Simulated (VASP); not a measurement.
# CdS (pbe) in VASP: notebook

Runs on CdS (pbe). Level: PBE. Tasks: single point.

Program: VASP 6.6.1. These are calculated values, not measurements. Logs are shortened: lines on timing, memory, paths and dates and some standing lists are left out, and cuts for length are marked.

### Step 1. The cell of the first run

Symmetry: P6_3mc, No. 186, hexagonal system. The conventional cell has a = 4.196 Å, b = 4.196 Å, c = 6.830 Å, α = 90.00°, β = 90.00°, γ = 120.00°. Within 3.2 Å of Cd (site symmetry 3m) lie 3 S at 2.42 Å. Within 3.2 Å of S (site symmetry 3m) lie 3 Cd at 2.42 Å.

### Step 2. Single point, PBE

File INCAR:

```
  ALGO = Normal
  EDIFF = 1E-6
  ENCUT = 520
  GGA = PE
  ISIF = 2
  ISMEAR = 0
  LASPH = T
  LCHARG = F
  LREAL = F
  LWAVE = F
  NBANDS = 26
  NELM = 100
  PREC = Accurate
  SIGMA = 0.01
```

File KPOINTS:

```
k-points
0
Gamma
  9 9 4
```

File POSCAR:

```
CdS
1.0
    4.1963020496      0.0000000000      0.0000000000
   -2.0981510248      3.6341041769      0.0000000000
    0.0000000000      0.0000000000      6.8304216542
Cd S
2 2
Direct
    0.3333333333      0.6666666667     -0.0553264328
    0.6666666667      0.3333333333      0.4446735672
    0.3333333333      0.6666666667      0.4323264328
    0.6666666667      0.3333333333      0.9323264328
```

Potentials or basis: VASP PAW PBE potentials, release 64 (Cd, S).

The run is started by

```sh
> cat potpaw_PBE.64/Cd/POTCAR potpaw_PBE.64/S/POTCAR > POTCAR
> mpirun -np 1 vasp_std > vasp.out
```

OUTCAR:

```text
EDIFF = 1E-6
   ENCUT = 520
   GGA = PE
   ISIF = 2
   ISMEAR = 0
   LASPH = T
   LREAL = F
   NELM = 100
   PREC = Accurate

 ion  position               nearest neighbor table
   1  0.333  0.667  0.945-   4 2.42   4 2.42   4 2.42
   2  0.667  0.333  0.445-   3 2.42   3 2.42   3 2.42
   3  0.333  0.667  0.432-   2 2.42   2 2.42   2 2.42
   4  0.667  0.333  0.932-   1 2.42   1 2.42   1 2.42

  LATTYP: Found a hexagonal cell.
 ALAT       =     4.1963020496
 C/A-ratio  =     1.6277240231

  Lattice vectors:

 A1 = (   4.1963020496,   0.0000000000,   0.0000000000)
 A2 = (  -2.0981510248,   3.6341041769,   0.0000000000)
 A3 = (   0.0000000000,   0.0000000000,   6.8304216542)

Analysis of symmetry for initial positions (statically):
=====================================================================
 Subroutine PRICEL returns:
 Original cell was already a primitive cell.

 Routine SETGRP: Setting up the symmetry group for a
 hexagonal supercell.

 Subroutine GETGRP returns: Found 12 space group operations
 (whereof  6 operations were pure point group operations)
 out of a pool of 24 trial point group operations.

The static configuration has the point symmetry C_3v.
 The point group associated with its full space group is C_6v.

Analysis of symmetry for dynamics (positions and initial velocities):
=====================================================================
 Subroutine PRICEL returns:
 Original cell was already a primitive cell.

 Routine SETGRP: Setting up the symmetry group for a
 hexagonal supercell.

 Subroutine GETGRP returns: Found 12 space group operations
 (whereof  6 operations were pure point group operations)
 out of a pool of 24 trial point group operations.

The dynamic configuration has the point symmetry C_3v.
 The point group associated with its full space group is C_6v.

 Subroutine INISYM returns: Found 12 space group operations
 (whereof  6 operations are pure point group operations),
 and found     1 'primitive' translations

----------------------------------------------------------------------------------------

                                     Primitive cell

  volume of cell :     104.1626

  direct lattice vectors                    reciprocal lattice vectors
[... 82 lines left out ...]
   PREC   = accura    normal or accurate (medium, high low for compatibility)
   ISTART =      0    job   : 0-new  1-cont  2-samecut
   ICHARG =      2    charge: 1-file 2-atom 10-const
   ISPIN  =      1    spin polarized calculation?
   LNONCOLLINEAR =      F non collinear calculations
   LSORBIT =      F    spin-orbit coupling
   LASPH  =      T    aspherical Exc in radial PAW
   ENCUT  =  520.0 eV  38.22 Ry    6.18 a.u.   7.80  7.80 12.70*2*pi/ulx,y,z
   NELM   =    100;   NELMIN=  2; NELMDL= -5     # of ELM steps
   EDIFF  = 0.1E-05   stopping-criterion for ELM
   LREAL  =      F    real-space projection
   EDIFFG = 0.1E-04   stopping-criterion for IOM
   NSW    =      0    number of steps for IOM
   IBRION =     -1    ionic relax: 0-MD 1-quasi-New 2-CG
   NFREE  =      0    steps in history (QN), initial steepest desc. (CG)
   ISIF   =      2    stress and relaxation
   ISYM   =      2    0-nonsym 1-usesym 2-fastsym
   POTIM  = 0.5000    time-step for ionic-motion
   TEBEG  =    0.0;   TEEND  =   0.0 temperature during run
   PSTRESS=    0.0 pullay stress
   NELECT =      36.0000    total number of electrons
   NUPDOWN=      -1.0000    fix difference up-down
   EMIN   =  10.00;   EMAX   =-10.00  energy-range for DOS
   EFERMI =   0.00;   METHOD = LEGACY
   ISMEAR =     0;   SIGMA  =   0.01  broadening in eV -4-tet -1-fermi 0-gaus
   EFERMI_NEDOS =   21; number of points for ismear=-14 and -15
   IALGO  =     38    algorithm
   IMIX   =      4    mixing-type and parameters
     AMIX     =   0.40;   BMIX     =  1.00
     AMIX_MAG =   1.60;   BMIX_MAG =  1.00
  volume/ion in A,a.u.               =      26.04       175.73
  Fermi-wavevector in a.u.,A,eV,Ry     =   1.148872  2.171054 17.958435  1.319908
  Thomas-Fermi vector in A             =   2.285545
   LORBIT       =      0    0 simple, 1 ext, 2 COOP (PROOUT), +10 PAW based schemes
   GGA     = PE    functional components
   LHFCALC =     F    Hartree Fock is set to
   AEXX    =    0.0000 exact exchange contribution
   IVDW    =     0    specifies the selected vdW correction
   LEPSILON=     F    determine dielectric tensor
   LRPA    =     F    only Hartree local field effects (RPA)
 non-spin polarized calculation
 Gauss-broadening in eV      SIGMA  =   0.01
  energy-cutoff  :      520.00
  volume of cell :      104.16
 maximum number of plane-waves:      2838
 NGX is ok and might be reduce to    32
   NGX = 15   NGY = 15   NGZ = 25

 number of electron      36.0000000 magnetization

 Free energy of the ion-electron system (eV)
  ---------------------------------------------------
  ext. energy  EPLUGINS =         0.00000000
  ---------------------------------------------------
  free energy    TOTEN  =       -11.62700065 eV

  energy without entropy =      -11.62700065  energy(sigma->0) =      -11.62700065

 E-fermi :   0.9362     XC(G=0):  -8.8963

 val. band max:        0.8413149918   @ k =   0.0000   0.0000   0.0000
 cond. band min:       2.2192186057   @ k =   0.0000   0.0000   0.0000
 fundamental gap:      1.3779036138
 Fermi energy:         0.9362161323

 k-point     1 :       0.0000    0.0000    0.0000
  band No.  band energies     occupation
      1     -11.4012      2.00000
      2     -11.0915      2.00000
      3      -7.0389      2.00000
      4      -7.0389      2.00000
      5      -7.0357      2.00000
      6      -7.0357      2.00000
[... 685 lines left out ...]
     25       9.9850      0.00000
     26       9.9850      0.00000

 [... further k-points ...]
[... 5 lines left out ...]
  --------------------------------------------------------------------------------------
  -------------------------------------------------------------------------------------
  Total        4.1655945      4.1655945     -1.0629356      0.0000000      0.0000000      0.0000000
  in kB       64.0731305     64.0731305    -16.3495539      0.0000000      0.0000000      0.0000000
  external PRESSURE =      37.2655690 kB  Pullay stress =       0.0000000 kB

 VOLUME and BASIS-vectors are now :
 -----------------------------------------------------------------------------
  energy-cutoff  :      520.00
  volume of cell :      104.16
      direct lattice vectors                 reciprocal lattice vectors
     4.196302050  0.000000000  0.000000000     0.238305057  0.137585489  0.000000000
    -2.098151025  3.634104177  0.000000000     0.000000000  0.275170978  0.000000000
     0.000000000  0.000000000  6.830421654     0.000000000  0.000000000  0.146403846

 POSITION                                       TOTAL-FORCE (eV/Angst)
 -----------------------------------------------------------------------------------
     -0.00000      2.42274      6.45252        -0.000000     -0.000000      0.161536
      2.09815      1.21137      3.03731         0.000000      0.000000      0.161536
     -0.00000      2.42274      2.95297         0.000000     -0.000000     -0.161536
      2.09815      1.21137      6.36818        -0.000000      0.000000     -0.161536
 -----------------------------------------------------------------------------------
    total drift:                               -0.000000      0.000000     -0.000092

  FREE ENERGIE OF THE ION-ELECTRON SYSTEM (eV)
  ---------------------------------------------------
  free  energy   TOTEN  =       -11.6270006466 eV

  energy  without entropy=      -11.6270006466  energy(sigma->0) =      -11.62700065
```

OSZICAR:

```text
N       E                     dE             d eps       ncg     rms          rms(c)
DAV:   1     0.247825660659E+03    0.24783E+03   -0.17447E+04  1872   0.126E+03
DAV:   2     0.894427893722E+00   -0.24693E+03   -0.23739E+03  2066   0.317E+02
DAV:   3    -0.127647741472E+02   -0.13659E+02   -0.13585E+02  2292   0.743E+01
DAV:   4    -0.129022210189E+02   -0.13745E+00   -0.13733E+00  2076   0.733E+00
DAV:   5    -0.129044445061E+02   -0.22235E-02   -0.22233E-02  2212   0.928E-01    0.120E+01
DAV:   6    -0.116602425405E+02    0.12442E+01   -0.22441E+00  2420   0.155E+01    0.932E+00
DAV:   7    -0.116327163276E+02    0.27526E-01   -0.93358E-01  1966   0.507E+00    0.420E+00
DAV:   8    -0.116286919689E+02    0.40244E-02   -0.12476E-01  2052   0.357E+00    0.641E-01
DAV:   9    -0.116267429712E+02    0.19490E-02   -0.23229E-02  2018   0.190E+00    0.215E-01
DAV:  10    -0.116267770381E+02   -0.34067E-04   -0.18525E-03  2054   0.450E-01    0.111E-01
DAV:  11    -0.116268845722E+02   -0.10753E-03   -0.26420E-04  2144   0.106E-01    0.869E-02
DAV:  12    -0.116269970704E+02   -0.11250E-03   -0.15372E-04  1922   0.559E-02    0.640E-02
DAV:  13    -0.116269986408E+02   -0.15705E-05   -0.37573E-05  2142   0.332E-02    0.660E-03
DAV:  14    -0.116269997326E+02   -0.10918E-05   -0.30723E-06  2092   0.944E-03    0.686E-03
DAV:  15    -0.116270006466E+02   -0.91401E-06   -0.15883E-06  1634   0.524E-03
   1 F= -.11627001E+02 E0= -.11627001E+02  d E =-.268101E-43
```

stdout:

```text
POSCAR found type information on POSCAR CdS
 POSCAR found :  2 types and       4 ions
 scaLAPACK will be used
 LDA part: xc-table for (Slater+PW92), standard interpolation
 POSCAR, INCAR and KPOINTS ok, starting setup
 FFT: planning ... GRIDC
 FFT: planning ... GRID_SOFT
 FFT: planning ... GRID
 WAVECAR not read
 entering main loop
```

It took 43 s on 1 thread of AMD EPYC 9R45 (Zen 5), shared host; peak memory 0.23 GiB.

Results:

```yaml
Free_energy: -11.6270 eV
Pressure: 3.7 GPa
Largest_force: 0.162 eV/Å
Band_gap_on_the_k_mesh: 1.38 eV, direct
```

Forces on the atoms (eV/Å):
```
Cd   0.000  0.000  0.162
Cd   0.000  0.000  0.162
S    0.000  0.000 -0.162
S    0.000  0.000 -0.162
```

Stress tensor (GPa, compression positive):
```
 6.41  0.00  0.00
 0.00  6.41  0.00
 0.00  0.00 -1.63
```

Levels at points of the mesh, in eV from the valence-band top:
| k point | band 14 | band 15 | band 16 | band 17 | band 18 | band 19 | band 20 | band 21 | band 22 | band 23 |
| --- | --- | --- | --- | --- | --- | --- | --- | --- | --- | --- |
| (0.00, 0.00, 0.00) | -0.37 | -0.37 | -0.22 | 0.00 | 0.00 | 1.38 | 2.02 | 6.47 | 6.47 | 7.19 |
| (0.00, 0.00, 0.50) | -1.79 | -0.18 | -0.18 | -0.18 | -0.18 | 2.38 | 2.38 | 6.30 | 6.30 | 6.67 |

### Step 3. Single point, PBE

File INCAR:

```
  ALGO = Normal
  EDIFF = 1E-7
  ENCUT = 520
  GGA = PE
  ISIF = 2
  ISMEAR = 0
  LASPH = T
  LCHARG = T
  LELF = T
  LREAL = F
  LVHAR = T
  LWAVE = F
  NBANDS = 26
  NELM = 100
  PREC = Accurate
  SIGMA = 0.01
```

KPOINTS is that of step 2.

File POSCAR:

```
CdS
1.0
    4.1963020496      0.0000000000      0.0000000000
   -2.0981510248      3.6341041769      0.0000000000
    0.0000000000      0.0000000000      6.8304216542
Cd S
2 2
Direct
    0.3333333333      0.6666666667     -0.0615000000
    0.6666666667      0.3333333333      0.4385000000
    0.3333333333      0.6666666667      0.4385000000
    0.6666666667      0.3333333333      0.9385000000
```

Potentials or basis: VASP PAW PBE potentials, release 64 (Cd, S).

The run is started by

```sh
> cat potpaw_PBE.64/Cd/POTCAR potpaw_PBE.64/S/POTCAR > POTCAR
> mpirun -np 1 vasp_std > vasp.out
```

Run time: 48 s. Hardware: 1 thread of AMD EPYC 9R45 (Zen 5), shared host; peak memory 0.23 GiB.

The run converged. Its results:

* Free energy: -11.6133 eV
* Pressure: 3.8 GPa
* Band gap on the k mesh: 1.38 eV, direct

Stress tensor (GPa, compression positive):
```
 6.50  0.00  0.00
 0.00  6.50  0.00
 0.00  0.00 -1.61
```

Levels at points of the mesh, in eV from the valence-band top:
| k point | band 15 | band 16 | band 17 | band 18 | band 19 | band 20 | band 21 | band 22 |
| --- | --- | --- | --- | --- | --- | --- | --- | --- |
| (0.00, 0.00, 0.00) | -0.37 | -0.22 | 0.00 | 0.00 | 1.38 | 2.01 | 6.47 | 6.47 |
| (0.00, 0.00, 0.50) | -0.18 | -0.18 | -0.18 | -0.18 | 2.38 | 2.38 | 6.31 | 6.31 |
